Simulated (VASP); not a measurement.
# HfB2 (P6/mmm) in VASP: notebook, part 2 of 2

VASP 6.6.1. Earlier steps stand in the parts before.

### 4 Single point, PBEsol

This run uses another cell than the first one, of 10.60 Å³/atom, 1.059 times its volume.

INCAR

```
PREC = Accurate
ENCUT = 520
EDIFF = 1E-7
ISMEAR = 1
SIGMA = 0.1
LREAL = False
LASPH = True
NELM = 60
ALGO = Normal
ISIF = 2
LWAVE = False
LCHARG = False
GGA = PS
NBANDS = 15
```

KPOINTS

```
regular mesh
0
Gamma
  11 11 8
```

POSCAR

```
HfB2
1.0
    3.2116206424      0.0000000000      0.0000000000
   -1.6058103212      2.7813450658      0.0000000000
    0.0000000000      0.0000000000      3.5593757438
Hf B
1 2
Direct
    0.0000000000      0.0000000000      0.0000000000
    0.3333333333      0.6666666667      0.5000000000
    0.6666666667      0.3333333333      0.5000000000
```

Potentials or basis: VASP PAW PBE potentials, release 64 (Hf_pv, B).

Started as:

```console
cat potpaw_PBE.64/Hf_pv/POTCAR potpaw_PBE.64/B/POTCAR > POTCAR
mpirun -np 1 vasp_std > vasp.out
```

OUTCAR:

```text
PREC = Accurate
   ENCUT = 520
   EDIFF = 1E-7
   ISMEAR = 1
   LREAL = False
   LASPH = True
   NELM = 60
   ISIF = 2
   GGA = PS

 ion  position               nearest neighbor table
   1  0.000  0.000  0.000-   2 2.57   3 2.57   2 2.57   3 2.57   3 2.57   3 2.57   2 2.57   2 2.57
                             3 2.57   3 2.57   2 2.57   2 2.57
   2  0.333  0.667  0.500-   3 1.85   3 1.85   3 1.85   1 2.57   1 2.57   1 2.57   1 2.57   1 2.57
                             1 2.57
   3  0.667  0.333  0.500-   2 1.85   2 1.85   2 1.85   1 2.57   1 2.57   1 2.57   1 2.57   1 2.57
                             1 2.57

  LATTYP: Found a hexagonal cell.
[... 631 lines left out ...]
  --------------------------------------------------------------------------------------
  -------------------------------------------------------------------------------------
  Total       -3.8615156     -3.8615156     -3.6945421      0.0000000      0.0000000      0.0000000
  in kB     -194.5877189   -194.5877193   -186.1736643      0.0000000      0.0000000      0.0000000
  external PRESSURE =    -191.7830342 kB  Pullay stress =       0.0000000 kB

 VOLUME and BASIS-vectors are now :
 -----------------------------------------------------------------------------
  energy-cutoff  :      520.00
  volume of cell :       31.79
      direct lattice vectors                 reciprocal lattice vectors
     3.211620642  0.000000000  0.000000000     0.311369278  0.179769136  0.000000000
    -1.605810321  2.781345066  0.000000000     0.000000000  0.359538272  0.000000000
     0.000000000  0.000000000  3.559375744     0.000000000  0.000000000  0.280948141

 POSITION                                       TOTAL-FORCE (eV/Angst)
 -----------------------------------------------------------------------------------
      0.00000      0.00000      0.00000        -0.000000     -0.000000     -0.000000
     -0.00000      1.85423      1.77969         0.000000     -0.000000     -0.000000
      1.60581      0.92712      1.77969        -0.000000      0.000000      0.000000
 -----------------------------------------------------------------------------------
    total drift:                               -0.000000      0.000000      0.000000

  FREE ENERGIE OF THE ION-ELECTRON SYSTEM (eV)
  ---------------------------------------------------
  free  energy   TOTEN  =       -27.7032419509 eV

  energy  without entropy=      -27.7035506736  energy(sigma->0) =      -27.70334486
```

OSZICAR:

```text
N       E                     dE             d eps       ncg     rms          rms(c)
DAV:   1     0.254039041967E+02    0.25404E+02   -0.79965E+03  2400   0.100E+03
DAV:   2    -0.282765576836E+02   -0.53680E+02   -0.50203E+02  3121   0.213E+02
DAV:   3    -0.298328642757E+02   -0.15563E+01   -0.15483E+01  3184   0.266E+01
DAV:   4    -0.298398506800E+02   -0.69864E-02   -0.69846E-02  2743   0.221E+00
DAV:   5    -0.298398958213E+02   -0.45141E-04   -0.45139E-04  3226   0.157E-01    0.477E+01
DAV:   6    -0.278099898323E+02    0.20299E+01   -0.25231E+00  2883   0.111E+01    0.351E+01
DAV:   7    -0.277552408871E+02    0.54749E-01   -0.78711E-01  3016   0.637E+00    0.109E+01
DAV:   8    -0.277067187044E+02    0.48522E-01   -0.18886E-01  2793   0.317E+00    0.136E+00
DAV:   9    -0.277034249766E+02    0.32937E-02   -0.15979E-02  2743   0.981E-01    0.372E-01
DAV:  10    -0.277032381948E+02    0.18678E-03   -0.67876E-04  3023   0.214E-01    0.229E-01
DAV:  11    -0.277032446361E+02   -0.64414E-05   -0.57821E-05  2911   0.558E-02    0.119E-01
DAV:  12    -0.277032419314E+02    0.27047E-05   -0.41750E-06  2722   0.152E-02    0.679E-03
DAV:  13    -0.277032419509E+02   -0.19489E-07   -0.22099E-07  2920   0.365E-03
   1 F= -.27703242E+02 E0= -.27703345E+02  d E =0.308723E-03
```

stdout:

```text
POSCAR found type information on POSCAR HfB
 POSCAR found :  2 types and       3 ions
 scaLAPACK will be used
 -----------------------------------------------------------------------------
|                                                                             |
|                                                                             |
|     You enforced a specific xc type in the INCAR file but a different       |
|     I HOPE YOU KNOW WHAT YOU ARE DOING!                                     |
|                                                                             |
 -----------------------------------------------------------------------------

 LDA part: xc-table for (Slater+PW92), standard interpolation
 POSCAR, INCAR and KPOINTS ok, starting setup
 FFT: planning ... GRIDC
 FFT: planning ... GRID_SOFT
 FFT: planning ... GRID
 WAVECAR not read
 entering main loop
```

Wall time 37 s (1 thread of Intel Xeon 8259CL, shared host); peak memory 0.17 GiB.

Results:

* Free energy: -27.7032 eV
* Pressure: -19.2 GPa
* Band gap on the k mesh: zero (band 8 reaches 7.55 eV, above the bottom of band 9 at 6.55 eV)

Levels at points of the mesh, in eV from the Fermi level:
| k point | band 5 | band 6 | band 7 | band 8 | band 9 | band 10 | band 11 | band 12 |
| --- | --- | --- | --- | --- | --- | --- | --- | --- |
| (0.00, 0.00, 0.00) | -2.71 | -2.59 | -2.58 | -2.58 | 3.83 | 3.83 | 4.48 | 4.48 |
| (0.00, 0.00, 0.50) | -7.94 | -0.97 | -0.97 | 0.44 | 0.44 | 1.08 | 1.08 | 2.20 |

Caveat: the PAW data sets were made with another functional, which shifts forces and pressure a little; spin-orbit coupling is left out, which moves the levels of the heavy elements.

### 5 The runs side by side

| cell | gap on the mesh (eV) | pressure (GPa) |
| --- | --- | --- |
| a = 3.150, b = 3.150, c = 3.492 Å, angles 90.0, 90.0, 120.0°, 3 atoms | none | -6.9 |
| a = 3.181, b = 3.181, c = 3.526 Å, angles 90.0, 90.0, 120.0°, 3 atoms | none | -13.5 |
| a = 3.212, b = 3.212, c = 3.559 Å, angles 90.0, 90.0, 120.0°, 3 atoms | none | -19.2 |

Alike in all rows: task single point; level PBEsol; potentials or basis VASP PAW PBE potentials, release 64 (Hf_pv, B); no spin polarisation; k mesh 11 × 11 × 8; cutoff (eV) 520; smearing methfessel-paxton 0.1 eV.

Caveats: the PAW data sets were made with another functional, which shifts forces and pressure a little; spin-orbit coupling is left out, which moves the levels of the heavy elements.

Total energies depend on the potentials used, so only differences within one code and one set of settings carry meaning.
